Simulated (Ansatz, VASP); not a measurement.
# ZrS in VASP and in Ansatz

Contents of INCAR:

```
ALGO = Normal ; EDIFF = 1E-7
ENCUT = 520 ; GGA = CA
ISIF = 2 ; ISMEAR = 0
LASPH = T ; LCHARG = F
LREAL = F ; LWAVE = F
NBANDS = 16 ; NELM = 80
PREC = Accurate ; SIGMA = 0.15
```

The input KPOINTS:

```
k-points
0
Gamma
  16 16 16
```

Contents of POSCAR:

```
ZrS
1.0
    0.0000000000      2.3625000000      2.6250000000
    2.6250000000      0.0000000000      2.6250000000
    2.6250000000      2.3625000000      0.0000000000
Zr S
1 1
Direct
    0.0000000000      0.0000000000      0.0000000000
    0.5000000000      0.5000000000      0.5000000000
```

Input for Ansatz:

```yaml
crystal:
  lattice:
    - [0.0, 2.3625, 2.625]
    - [2.625, 0.0, 2.625]
    - [2.625, 2.3625, 0.0]
  atoms:
    - { symbol: Zr, position: [0.0, 0.0, 0.0] }
    - { symbol: S, position: [0.5, 0.5, 0.5] }
basis:
  ecutwfc: 420
kpoints:
  mp_grid: { grid: [16, 16, 16] }
hamiltonian:
  xc: lda
scf:
  occupations: { method: gaussian, width: 0.15 }
output:
  forces: true
  stress: true
  eigenvalues: true
```

Change from the starting cell: strain -0.1000 x Voigt [0, 1, 0, 0, 0, 0], atoms carried along.

Alike in both runs: task single point; functional LDA; k mesh 16 × 16 × 16; occupations gaussian, width 0.15 eV; no spin polarisation.

```csv
,VASP,Ansatz
version,VASP 6.6.1,Ansatz 0.2.0
potentials or method,"VASP PAW LDA potentials, release 64 (Zr_sv, S), cutoff 520 eV","scalar-relativistic, plane waves, PAW"
valence electrons in the cell,18,18
```

|  | VASP | Ansatz | Ansatz less VASP |
| --- | --- | --- | --- |
| gap on the k mesh at the Fermi level (eV) | none | none | - |
| pressure (GPa) | 12.2 | 12.0 | -0.26 |
| traceless stress, the component that is largest in VASP (GPa) | 33.78 | 33.62 | -0.154 |

LDA's correlation is that of Perdew and Zunger in VASP and of Perdew and Wang (1992) in Ansatz. A gap of «none» marks a metal or a gap that the smearing closes.
